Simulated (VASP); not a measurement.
# Cu in VASP: a series of runs

The runs below take Cu through single point, with PBE.

Program: VASP 6.6.1. These are calculated values, not measurements. Logs are shortened: lines on timing, memory, paths and dates and some standing lists are left out, and cuts for length are marked.

### 1 The cell of the first run

The cell holds a slab with vacuum, 6 atoms: a = 2.556 Å, b = 2.556 Å, c = 30.436 Å, α = 90.00°, β = 90.00°, γ = 120.00°.

### 2 Single point, PBE

The input, INCAR:

```
SYSTEM = Cu
PREC     = Accurate       ! precision mode
ENCUT    = 520            ! plane-wave cutoff, eV
EDIFF    = 1E-6           ! SCF threshold, eV
ISMEAR   = 0              ! smearing method
SIGMA    = 0.1            ! smearing width, eV
LREAL    = .False.        ! projectors in reciprocal space
LASPH    = .True.         ! aspherical terms in the spheres
NELM     = 80             ! most SCF steps
ALGO     = Normal         ! electronic algorithm
ISIF     = 2              ! what is computed and relaxed
LWAVE    = .False.        ! write WAVECAR
LCHARG   = .True.         ! write CHGCAR
LDIPOL   = .True.       
IDIPOL   = 3            
DIPOL    = 0.5 0.5 0.500
GGA      = PE             ! functional
LELF     = .True.         ! ELF
LVHAR    = .True.       
LVACPOTAV= .True.       
NBANDS   = 42             ! bands
```

The input, KPOINTS:

```
regular mesh
0
Gamma
  12 12 1
  0 0 0
```

The input, POSCAR:

```
Cu
1.0
    2.5561910149      0.0000000029      0.0000000000
   -1.2780955099      2.2137263543      0.0000000000
    0.0000000000      0.0000000000     30.4356058385
Cu
6
Direct
    0.6666666667      0.3333333333      0.3285625413
    0.3333333333      0.6666666667      0.3971375248
    0.0000000000      0.0000000000      0.4657125083
    0.6666666667      0.3333333333      0.5342874917
    0.3333333333      0.6666666667      0.6028624752
    0.0000000000      0.0000000000      0.6714374587
```

Potentials or basis: VASP PAW PBE potentials, release 64 (Cu).

Run with:

```bash
$ cat potpaw_PBE.64/Cu/POTCAR > POTCAR
$ mpirun -np 1 vasp_std > vasp.out
```

OUTCAR:

```text
SYSTEM = Cu
   PREC = Accurate
   ENCUT = 520
   EDIFF = 1E-6
   ISMEAR = 0
   LREAL = .False.
   LASPH = .True.
   NELM = 80
   ISIF = 2
   GGA = PE

 ion  position               nearest neighbor table
   1  0.667  0.333  0.329-   2 2.56   2 2.56   2 2.56
   2  0.333  0.667  0.397-   1 2.56   3 2.56   1 2.56   3 2.56   3 2.56   1 2.56
   3  0.000  0.000  0.466-   4 2.56   4 2.56   4 2.56   2 2.56   2 2.56   2 2.56
   4  0.667  0.333  0.534-   3 2.56   3 2.56   3 2.56   5 2.56   5 2.56   5 2.56
   5  0.333  0.667  0.603-   4 2.56   6 2.56   4 2.56   6 2.56   6 2.56   4 2.56
   6  0.000  0.000  0.671-   5 2.56   5 2.56   5 2.56

  LATTYP: Found a hexagonal cell.
 ALAT       =     2.5561910149
 C/A-ratio  =    11.9066242159

  Lattice vectors:

 A1 = (   2.5561910149,   0.0000000029,   0.0000000000)
 A2 = (  -1.2780955099,   2.2137263543,   0.0000000000)
 A3 = (   0.0000000000,   0.0000000000,  30.4356058385)

Analysis of symmetry for initial positions (statically):
=====================================================================
 Subroutine PRICEL returns:
 Original cell was already a primitive cell.

 Routine SETGRP: Setting up the symmetry group for a
 hexagonal supercell.

 Subroutine GETGRP returns: Found 12 space group operations
 (whereof  6 operations were pure point group operations)
 out of a pool of 24 trial point group operations.

The static configuration has the point symmetry C_3v.
 The point group associated with its full space group is D_3d.

Analysis of symmetry for dynamics (positions and initial velocities):
=====================================================================
 Subroutine PRICEL returns:
 Original cell was already a primitive cell.

 Routine SETGRP: Setting up the symmetry group for a
 hexagonal supercell.

 Subroutine GETGRP returns: Found 12 space group operations
 (whereof  6 operations were pure point group operations)
 out of a pool of 24 trial point group operations.

The dynamic configuration has the point symmetry C_3v.
 The point group associated with its full space group is D_3d.

 Subroutine INISYM returns: Found 12 space group operations
 (whereof  6 operations are pure point group operations),
 and found     1 'primitive' translations

----------------------------------------------------------------------------------------

                                     Primitive cell

  volume of cell :     172.2262

  direct lattice vectors                    reciprocal lattice vectors
     2.556191015  0.000000003  0.000000000     0.391207071  0.225863508  0.000000000
    -1.278095510  2.213726354  0.000000000    -0.000000001  0.451727016  0.000000000
     0.000000000  0.000000000 30.435605838     0.000000000  0.000000000  0.032856254

  length of vectors
     2.556191015  2.556191015 30.435605838     0.451727016  0.451727016  0.032856254

  position of ions in fractional coordinates (direct lattice)
     0.666666667  0.333333333  0.328562541
     0.333333333  0.666666667  0.397137525
     0.000000000  0.000000000  0.465712508
     0.666666667  0.333333333  0.534287492
     0.333333333  0.666666667  0.602862475
     0.000000000  0.000000000  0.671437459

  ion indices of the primitive-cell ions
   primitive index   ion index
                 1           1
                 2           2
                 3           3
                 4           4
                 5           5
                 6           6

----------------------------------------------------------------------------------------

 KPOINTS: regular mesh

Automatic generation of k-mesh.
 Grid dimensions read from file:
 generate k-points for:   12   12    1

 Generating k-lattice:

  Cartesian coordinates                     Fractional coordinates (reciprocal lattice)
     0.032600589  0.018821959  0.000000000     0.083333333  0.000000000  0.000000000
    -0.000000000  0.037643918  0.000000000    -0.000000000  0.083333333  0.000000000
     0.000000000  0.000000000  0.032856254     0.000000000  0.000000000  1.000000000

  Length of vectors
     0.037643918  0.037643918  0.032856254

  Shift w.r.t. Gamma in fractional coordinates (k-lattice)
     0.000000000  0.000000000  0.000000000

 Subroutine IBZKPT returns following result:
 ===========================================

 Found     19 irreducible k-points:

 Following reciprocal coordinates:
            Coordinates               Weight
  0.000000  0.000000  0.000000      1.000000
  0.083333  0.000000  0.000000      6.000000
  0.166667  0.000000  0.000000      6.000000
  0.250000  0.000000  0.000000      6.000000
  0.333333  0.000000  0.000000      6.000000
  0.416667 -0.000000  0.000000      6.000000
[... 11 lines left out ...]
  0.333333  0.250000  0.000000     12.000000
  0.333333  0.333333  0.000000      2.000000
   k-points           NKPTS =     19   k-points in BZ     NKDIM =     19   number of bands    NBANDS=     42
   number of dos      NEDOS =    301   number of ions     NIONS =      6
   total plane-waves  NPLWV =  96000
   dimension x,y,z NGX =    20 NGY =   20 NGZ =  240
   dimension x,y,z NGXF=    40 NGYF=   40 NGZF=  480
   ions per type =               6
   NGX,Y,Z   is equivalent  to a cutoff of  13.01, 13.01, 13.11 a.u.
   NGXF,Y,Z  is equivalent  to a cutoff of  26.01, 26.01, 26.22 a.u.
 SYSTEM =  Cu
   PREC   = accura    normal or accurate (medium, high low for compatibility)
   ISTART =      0    job   : 0-new  1-cont  2-samecut
   ICHARG =      2    charge: 1-file 2-atom 10-const
   ISPIN  =      1    spin polarized calculation?
   LNONCOLLINEAR =      F non collinear calculations
   LSORBIT =      F    spin-orbit coupling
   LASPH  =      T    aspherical Exc in radial PAW
   ENCUT  =  520.0 eV  38.22 Ry    6.18 a.u.   4.75  4.75 56.59*2*pi/ulx,y,z
   NELM   =     80;   NELMIN=  2; NELMDL= -5     # of ELM steps
   EDIFF  = 0.1E-05   stopping-criterion for ELM
   LREAL  =      F    real-space projection
   EDIFFG = 0.1E-04   stopping-criterion for IOM
   NSW    =      0    number of steps for IOM
   IBRION =     -1    ionic relax: 0-MD 1-quasi-New 2-CG
   NFREE  =      0    steps in history (QN), initial steepest desc. (CG)
   ISIF   =      2    stress and relaxation
   ISYM   =      2    0-nonsym 1-usesym 2-fastsym
   POTIM  = 0.5000    time-step for ionic-motion
   TEBEG  =    0.0;   TEEND  =   0.0 temperature during run
   PSTRESS=    0.0 pullay stress
   NELECT =      66.0000    total number of electrons
   NUPDOWN=      -1.0000    fix difference up-down
   EMIN   =  10.00;   EMAX   =-10.00  energy-range for DOS
   EFERMI =   0.00;   METHOD = LEGACY
   ISMEAR =     0;   SIGMA  =   0.10  broadening in eV -4-tet -1-fermi 0-gaus
   EFERMI_NEDOS =   21; number of points for ismear=-14 and -15
   IALGO  =     38    algorithm
   IMIX   =      4    mixing-type and parameters
     AMIX     =   0.40;   BMIX     =  1.00
     AMIX_MAG =   1.60;   BMIX_MAG =  1.00
  volume/ion in A,a.u.               =      28.70       193.71
  Fermi-wavevector in a.u.,A,eV,Ry     =   1.189113  2.247097 19.238494  1.413989
  Thomas-Fermi vector in A             =   2.325227
   LORBIT       =      0    0 simple, 1 ext, 2 COOP (PROOUT), +10 PAW based schemes
   GGA     = PE    functional components
   LHFCALC =     F    Hartree Fock is set to
   AEXX    =    0.0000 exact exchange contribution
   IVDW    =     0    specifies the selected vdW correction
   LEPSILON=     F    determine dielectric tensor
   LRPA    =     F    only Hartree local field effects (RPA)
 non-spin polarized calculation
 Gauss-broadening in eV      SIGMA  =   0.10
  energy-cutoff  :      520.00
  volume of cell :      172.23
 maximum number of plane-waves:      4673
 NGX is ok and might be reduce to    20
   NGX =  9   NGY =  9   NGZ =113

 number of electron      66.0000022 magnetization

 dipolmoment           0.000000      0.000000      0.000001 electrons x Angstroem

 Free energy of the ion-electron system (eV)
  ---------------------------------------------------
  ext. energy  EPLUGINS =         0.00000000
  ---------------------------------------------------
  free energy    TOTEN  =       -21.43410604 eV

  energy without entropy =      -21.41709345  energy(sigma->0) =      -21.42559974

 E-fermi :   0.4488     XC(G=0):  -5.8596

 val. band max:        0.4187867275   @ k =   0.2500   0.2500   0.0000
 cond. band min:       0.4997919371   @ k =   0.4167   0.0833   0.0000
 fundamental gap:      0.0810052096
 Fermi energy:         0.4487692692

 k-point     1 :       0.0000    0.0000    0.0000
  band No.  band energies     occupation
      1      -8.7251      2.00000
      2      -8.0997      2.00000
      3      -7.1072      2.00000
      4      -5.9389      2.00000
      5      -5.0204      2.00000
      6      -4.6997      2.00000
[... 34 lines left out ...]
     41       5.5459      0.00000
     42       6.5460      0.00000

 k-point     2 :       0.0833    0.0000    0.0000
  band No.  band energies     occupation
      1      -8.5021      2.00000
      2      -7.8816      2.00000
      3      -6.8979      2.00000
      4      -5.7432      2.00000
      5      -4.8475      2.00000
      6      -4.5544      2.00000
[... 34 lines left out ...]
     41       5.7234      0.00000
     42       6.7502      0.00000

 k-point     3 :       0.1667    0.0000    0.0000
  band No.  band energies     occupation
      1      -7.8497      2.00000
      2      -7.2482      2.00000
      3      -6.3008      2.00000
      4      -5.2057      2.00000
      5      -4.3909      2.00000
      6      -4.1740      2.00000
[... 672 lines left out ...]
      4      -3.6736      2.00000
      5      -3.5645      2.00000
      6      -3.5414      2.00000
[... 34 lines left out ...]
     41       7.0545      0.00000
     42       7.6558      0.00000

 k-point    19 :       0.3333    0.3333    0.0000
  band No.  band energies     occupation
      1      -3.5886      2.00000
      2      -3.5886      2.00000
      3      -3.5755      2.00000
      4      -3.4943      2.00000
      5      -3.4805      2.00000
      6      -3.4805      2.00000
[... 34 lines left out ...]
     41       6.7007      0.00000
     42       6.7007      0.00000

------------------------ aborting loop because EDIFF is reached ----------------------------------------

  FORCE on cell =-STRESS in cart. coord.  units (eV):
  Direction    XX          YY          ZZ          XY          YZ          ZX
  --------------------------------------------------------------------------------------
  -------------------------------------------------------------------------------------
  Total        0.0493521      0.0493521     -0.1049234      0.0000000      0.0000000      0.0000000
  in kB        0.4591101      0.4591101     -0.9760759      0.0000000      0.0000000      0.0000000
  external PRESSURE =      -0.0192852 kB  Pullay stress =       0.0000000 kB

 VOLUME and BASIS-vectors are now :
 -----------------------------------------------------------------------------
  energy-cutoff  :      520.00
  volume of cell :      172.23
      direct lattice vectors                 reciprocal lattice vectors
     2.556191015  0.000000003  0.000000000     0.391207071  0.225863508  0.000000000
    -1.278095510  2.213726354  0.000000000    -0.000000001  0.451727016  0.000000000
     0.000000000  0.000000000 30.435605838     0.000000000  0.000000000  0.032856254

 POSITION                                       TOTAL-FORCE (eV/Angst)
 -----------------------------------------------------------------------------------
      1.27810      0.73791     10.00000        -0.000000      0.000000      0.021233
     -0.00000      1.47582     12.08712         0.000000     -0.000000     -0.027141
      0.00000      0.00000     14.17424        -0.000000      0.000000     -0.003886
      1.27810      0.73791     16.26136        -0.000000      0.000000      0.003886
     -0.00000      1.47582     18.34848        -0.000000      0.000000      0.027141
      0.00000      0.00000     20.43561         0.000000     -0.000000     -0.021233
 -----------------------------------------------------------------------------------
    total drift:                               -0.000000     -0.000000      0.000083

  FREE ENERGIE OF THE ION-ELECTRON SYSTEM (eV)
  ---------------------------------------------------
  free  energy   TOTEN  =       -21.4341060399 eV

  energy  without entropy=      -21.4170934496  energy(sigma->0) =      -21.42559974

 vacuum level on the upper side and lower side of the slab         5.092         5.092
```

Wall time 1.8 min (1 thread of Intel Xeon 6975P-C (Granite Rapids), shared host); peak memory 0.33 GiB.

Results:

```
Free energy            : -21.4341 eV
Largest force          : 0.027 eV/Å
Band gap on the k mesh : zero (bands 33 and 34 overlap by 5.00 eV)
```

Forces on the atoms (eV/Å):
```
Cu   0.000  0.000  0.021
Cu   0.000  0.000 -0.027
Cu   0.000  0.000 -0.004
Cu   0.000  0.000  0.004
Cu   0.000  0.000  0.027
Cu   0.000  0.000 -0.021
```

Levels at points of the mesh, in eV from the Fermi level:
| k point | band 31 | band 32 | band 33 | band 34 | band 35 | band 36 |
| --- | --- | --- | --- | --- | --- | --- |
| (0.00, 0.00, 0.00) | -1.91 | -1.74 | -1.74 | -1.67 | -1.67 | -0.94 |
| (0.50, 0.00, 0.00) | -0.54 | 0.21 | 0.78 | 1.14 | 1.39 | 1.49 |

### 3 Single point, PBE

The input, INCAR:

```
PREC = Accurate
ENCUT = 520
EDIFF = 1E-7
ISMEAR = 0
SIGMA = 0.1
LREAL = F
LASPH = T
NELM = 60
ALGO = Normal
ISIF = 2
LWAVE = F
LCHARG = T
LDIPOL = T
IDIPOL = 3
DIPOL = 0.5 0.5 0.500
GGA = PE
LELF = T
LVHAR = T
LVACPOTAV = T
NBANDS = 42
```

The input, KPOINTS:

```
regular mesh
0
Gamma
  21 21 1
```

The input, POSCAR:

```
Cu
1.0
    2.5561910100      0.0000000000      0.0000000000
   -1.2780955100      2.2137263600      0.0000000000
    0.0000000000      0.0000000000     30.4356058385
Cu
6
Direct
    0.6666666680      0.3333333334      0.3285625413
    0.3333333334      0.6666666654      0.3971375248
    0.0000000000      0.0000000000      0.4657125083
    0.6666666680      0.3333333334      0.5342874917
    0.3333333334      0.6666666654      0.6028624752
    0.0000000000      0.0000000000      0.6714374587
```

Potentials or basis: VASP PAW PBE potentials, release 64 (Cu).

Run with:

```bash
$ cat potpaw_PBE.64/Cu/POTCAR > POTCAR
$ mpirun -np 1 vasp_std > vasp.out
```

OUTCAR:

```text
PREC = Accurate
   ENCUT = 520
   EDIFF = 1E-7
   ISMEAR = 0
   LREAL = F
   LASPH = T
   NELM = 60
   ISIF = 2
   GGA = PE

 ion  position               nearest neighbor table
   1  0.667  0.333  0.329-   2 2.56   2 2.56   2 2.56
   2  0.333  0.667  0.397-   1 2.56   3 2.56   1 2.56   3 2.56   3 2.56   1 2.56
   3  0.000  0.000  0.466-   4 2.56   4 2.56   2 2.56   4 2.56   2 2.56   2 2.56
   4  0.667  0.333  0.534-   3 2.56   5 2.56   3 2.56   3 2.56   5 2.56   5 2.56
   5  0.333  0.667  0.603-   4 2.56   6 2.56   4 2.56   6 2.56   6 2.56   4 2.56
   6  0.000  0.000  0.671-   5 2.56   5 2.56   5 2.56

  LATTYP: Found a hexagonal cell.
 ALAT       =     2.5561910100
 C/A-ratio  =    11.9066242387

  Lattice vectors:

 A1 = (   2.5561910100,   0.0000000000,   0.0000000000)
 A2 = (  -1.2780955100,   2.2137263600,   0.0000000000)
 A3 = (   0.0000000000,   0.0000000000,  30.4356058385)

Analysis of symmetry for initial positions (statically):
=====================================================================
 Subroutine PRICEL returns:
[... 190 lines left out ...]
 fundamental gap:      0.0354604853
 Fermi energy:         0.3700945930

 k-point     1 :       0.0000    0.0000    0.0000
  band No.  band energies     occupation
      1      -8.8267      2.00000
      2      -8.1762      2.00000
      3      -7.1804      2.00000
      4      -6.0073      2.00000
      5      -5.0854      2.00000
      6      -4.7892      2.00000
[... 1069 lines left out ...]
     41       7.3663      0.00000
     42       8.5128      0.00000

 [... further k-points ...]

------------------------ aborting loop because EDIFF is reached ----------------------------------------

  FORCE on cell =-STRESS in cart. coord.  units (eV):
  Direction    XX          YY          ZZ          XY          YZ          ZX
  --------------------------------------------------------------------------------------
  -------------------------------------------------------------------------------------
  Total       -0.4388699     -0.4388699      0.5227783      0.0000000      0.0000000     -0.0000000
  in kB       -4.0826975     -4.0826976      4.8632763      0.0000000      0.0000000     -0.0000000
  external PRESSURE =      -1.1007062 kB  Pullay stress =       0.0000000 kB

 VOLUME and BASIS-vectors are now :
 -----------------------------------------------------------------------------
  energy-cutoff  :      520.00
  volume of cell :      172.23
      direct lattice vectors                 reciprocal lattice vectors
     2.556191010  0.000000000  0.000000000     0.391207072  0.225863508  0.000000000
    -1.278095510  2.213726360  0.000000000     0.000000000  0.451727015  0.000000000
     0.000000000  0.000000000 30.435605838     0.000000000  0.000000000  0.032856254

 POSITION                                       TOTAL-FORCE (eV/Angst)
 -----------------------------------------------------------------------------------
      1.27810      0.73791     10.00000         0.000000      0.000000     -0.031995
     -0.00000      1.47582     12.08712        -0.000000     -0.000000     -0.028562
      0.00000      0.00000     14.17424         0.000000     -0.000000     -0.034953
      1.27810      0.73791     16.26136        -0.000000      0.000000      0.034953
     -0.00000      1.47582     18.34848         0.000000      0.000000      0.028562
      0.00000      0.00000     20.43561        -0.000000     -0.000000      0.031995
 -----------------------------------------------------------------------------------
    total drift:                               -0.000001      0.000000      0.000083

  FREE ENERGIE OF THE ION-ELECTRON SYSTEM (eV)
  ---------------------------------------------------
  free  energy   TOTEN  =       -21.4566394401 eV

  energy  without entropy=      -21.4452842115  energy(sigma->0) =      -21.45096183

 vacuum level on the upper side and lower side of the slab         5.148         5.148
```

stdout:

```text
POSCAR found type information on POSCAR Cu
 POSCAR found :  1 types and       6 ions
 scaLAPACK will be used
 LDA part: xc-table for (Slater+PW92), standard interpolation
 POSCAR, INCAR and KPOINTS ok, starting setup
 FFT: planning ... GRIDC
 FFT: planning ... GRID_SOFT
 FFT: planning ... GRID
 WAVECAR not read
 entering main loop
 -----------------------------------------------------------------------------
|                                                                             |
|           W    W    AA    RRRRR   N    N  II  N    N   GGGG   !!!           |
|           W    W   A  A   R    R  NN   N  II  NN   N  G    G  !!!           |
|           W    W  A    A  R    R  N N  N  II  N N  N  G       !!!           |
|           W WW W  AAAAAA  RRRRR   N  N N  II  N  N N  G  GGG   !            |
|           WW  WW  A    A  R   R   N   NN  II  N   NN  G    G                |
|           W    W  A    A  R    R  N    N  II  N    N   GGGG   !!!           |
|                                                                             |
|     Did not find any points to average over, which means that no vacuum     |
|     field-free region was found. Please increase the size of  your cell     |
|     in the dimension of the dipole correction to obtain accurate            |
|     workfunction values.                                                    |
|                                                                             |
 -----------------------------------------------------------------------------
```

It took 5 min on 1 thread of Intel Xeon 6975P-C (Granite Rapids), shared host; peak memory 0.44 GiB.

Results:

| Quantity | Value |
| --- | --- |
| Free energy | -21.4566 eV |
| Largest force | 0.035 eV/Å |
| Band gap on the k mesh | zero (bands 33 and 34 overlap by 5.00 eV) |

Forces in eV/Å, atoms in the order of the input:
```
Cu   0.000  0.000 -0.032
Cu   0.000  0.000 -0.029
Cu   0.000  0.000 -0.035
Cu   0.000  0.000  0.035
Cu   0.000  0.000  0.029
Cu   0.000  0.000  0.032
```

The gap in the log of VASP goes by the Fermi energy; the results here count the filled bands.